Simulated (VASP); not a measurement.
Wanted: the native input for a VASP 6.6.1 run.

| Quantity | Value |
| --- | --- |
| Task | single point |
| Functional | PBE |
| Potentials or basis | VASP PAW PBE potentials, release 64 (Ga_d, N) |
| Cutoff | 520 eV |
| k mesh | 9 × 9 × 4 |
| Occupations | gaussian, width 0.01 eV |
| Spin | no spin polarisation |
| Dipole correction | no |
| Further INCAR settings | ALGO = Normal; EDIFF = 1e-07; NBANDS = 26 |

The structure of GaN lies in POSCAR:

```
GaN
1.0
    2.9672035363      0.0000000000      0.0000000000
   -1.4836017681      2.5696736406      0.0000000000
    0.0000000000      0.0000000000      5.0329255193
Ga N
2 2
Direct
    0.0000000000      0.0000000000      0.0000000000
    0.0000000000      0.0000000000      0.5000000000
    0.3333333333      0.6666666667      0.2500000000
    0.6666666667      0.3333333333      0.7500000000
```

These files were run (other wordings do the same):

INCAR

```
SYSTEM = GaN
PREC     = Accurate       ! precision mode
ENCUT    = 520            ! plane-wave cutoff, eV
EDIFF    = 1E-7           ! SCF threshold, eV
ISMEAR   = 0              ! smearing method
SIGMA    = 0.01           ! smearing width, eV
LREAL    = .False.        ! projectors in reciprocal space
LASPH    = .True.         ! aspherical terms in the spheres
NELM     = 100            ! most SCF steps
ALGO     = Normal         ! electronic algorithm
ISIF     = 2              ! what is computed and relaxed
LWAVE    = .False.        ! write WAVECAR
LCHARG   = .False.        ! write CHGCAR
GGA      = PE             ! functional
NBANDS   = 26             ! bands
```

KPOINTS

```
Automatic mesh
0
Gamma
  9 9 4
  0 0 0
```

Potentials or basis: VASP PAW PBE potentials, release 64 (Ga_d, N).

The run is started by

```console
$ cat potpaw_PBE.64/Ga_d/POTCAR potpaw_PBE.64/N/POTCAR > POTCAR
$ mpirun -np 1 vasp_std > vasp.out
```

It gave:

| Quantity | Value |
| --- | --- |
| Pressure | 9.0 GPa |
| Band gap on the k mesh | 1.33 eV, indirect (least direct gap 1.77 eV) |

It took 63 s on 1 thread of AMD EPYC 7R13, on a shared host, peak memory 0.14 GiB.
